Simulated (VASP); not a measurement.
Here is a VASP 6.6.1 calculation.

The input INCAR:

```
ALGO = Normal
EDIFF = 1E-6
EDIFFG = -0.04
ENCUT = 600
GGA = PE
IBRION = 2
ISIF = 3
ISMEAR = 0
LASPH = True
LCHARG = False
LREAL = False
LWAVE = False
NELM = 100
NSW = 90
PREC = Accurate
SIGMA = 0.1
```

File KPOINTS:

```
k-points
0
Gamma
  4 4 4
```

Contents of POSCAR:

```
Hf2Si3
1.0
    2.6206795400     -2.7643685200      0.0000000000
    2.6206795400      2.7643685200      0.0000000000
    0.0000000000      0.0000000000      6.6599598900
Hf Si
2 3
Direct
    0.5000000000      0.5000000000      0.3287587900
    0.5000000000      0.5000000000      0.6712412100
    0.5000000000      0.5000000000      0.0000000000
    0.0000000000      0.5000000000      0.0000000000
    0.5000000000      0.0000000000      0.0000000000
```

Potentials or basis: VASP PAW PBE potentials, release 64 (Hf_pv, Si).

The run is started by

```sh
$ cat potpaw_PBE.64/Hf_pv/POTCAR potpaw_PBE.64/Si/POTCAR > POTCAR
$ mpirun -np 1 vasp_std > vasp.out
```

**Question.** What does it give for the relaxed cell?

**Answer.** a = 4.544 Å, b = 4.544 Å, c = 7.699 Å, α = 90.00°, β = 90.00°, γ = 114.71°.

**Question.** Estimate the relaxed volume.

**Answer.** 28.88 Å³/atom.

**Question.** What does it give for the band gap on the k mesh?

**Answer.** Zero (band 16 reaches 3.92 eV, above the bottom of band 17 at 2.79 eV).

**Question.** Estimate the space group after relaxing (to 0.05 Å).

**Answer.** Cmmm (No. 65).

Step by step:
```
step  energy change (eV)  largest force (eV/Å)  pressure (GPa)  volume (Å³)
   1              0.0000                1.6685           49.93        96.50
   3             -5.9795                1.2986           -0.21       151.09
   5             -6.0587                0.0793            0.33       152.27
   7             -6.0830                0.0865           -0.06       152.55
   9             -6.0860                0.0322           -0.14       152.71
  11             -6.1057                0.0665            0.43       150.47
  13             -6.2282                1.0459            3.73       139.38
  15             -6.2612                1.2826            4.68       136.92
  17             -6.2643                1.4370            5.47       135.05
  19             -6.2649                1.4422            5.48       135.00
  21             -6.2672                1.4655            5.57       134.78
  23             -6.2683                1.5560            5.93       133.87
  25             -6.2716                1.5172            5.78       134.24
  27             -6.2897                1.4651            5.56       134.54
  29             -6.3553                1.2611            4.72       135.75
  31             -6.5188                0.5546            1.80       140.65
  33             -6.5529                0.0902           -0.16       144.89
  35             -6.5628                0.1530           -0.09       144.74
  37             -6.5731                0.5454           -0.26       145.81
  39             -6.5893                0.2972           -0.22       145.19
  41             -6.5964                0.0240           -0.16       144.38
```

Caveat: the k points lie up to 0.38 Å⁻¹ apart in the final cell; the volume moved by over 15 % at a fixed basis, so the end points are rough; spin-orbit coupling is left out, which moves the levels of the heavy elements.
